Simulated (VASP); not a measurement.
The system is TaSb (rocksalt type).

```
Ta Sb
1.0
     0.00000    2.82804    2.82804
     2.82804    0.00000    2.82804
     2.82804    2.82804    0.00000
Ta Sb
1 1
Direct
  0.00000 0.00000 0.00000
  0.50000 0.50000 0.50000
```

* Program: VASP 6.6.1
* Task: relaxation of cell and atoms
* Functional: LDA
* Potentials or basis: VASP PAW LDA potentials, release 64 (Ta_pv, Sb)
* Cutoff: 600 eV
* k mesh: 13 × 13 × 13
* Occupations: fermi-dirac, width 0.05 eV
* Spin: no spin polarisation

At the start: pressure -6.8 GPa; volume 22.62 Å³/atom.

How do energy, volume and symmetry change on relaxing?

Over 4 steps the energy falls by 28.1 meV/atom and the volume is 21.37 Å³/atom (-5.5 %); space group Fm-3m (No. 225, to 0.1 Å) before and after.

The path:
```csv
step,energy change (eV),largest force (eV/Å),pressure (GPa),volume (Å³)
1,0.0000,0.0000,-6.85,45.24
2,0.0893,0.0000,14.27,39.20
3,-0.0563,0.0000,-0.18,42.79
4,-0.0563,0.0000,-0.03,42.74
```

Final structure:
```
CELL_PARAMETERS angstrom
0.00000 2.77502 2.77502
2.77502 0.00000 2.77502
2.77502 2.77502 0.00000
ATOMIC_POSITIONS crystal
Ta 0.00000 0.00000 0.00000
Sb 0.50000 0.50000 0.50000
```
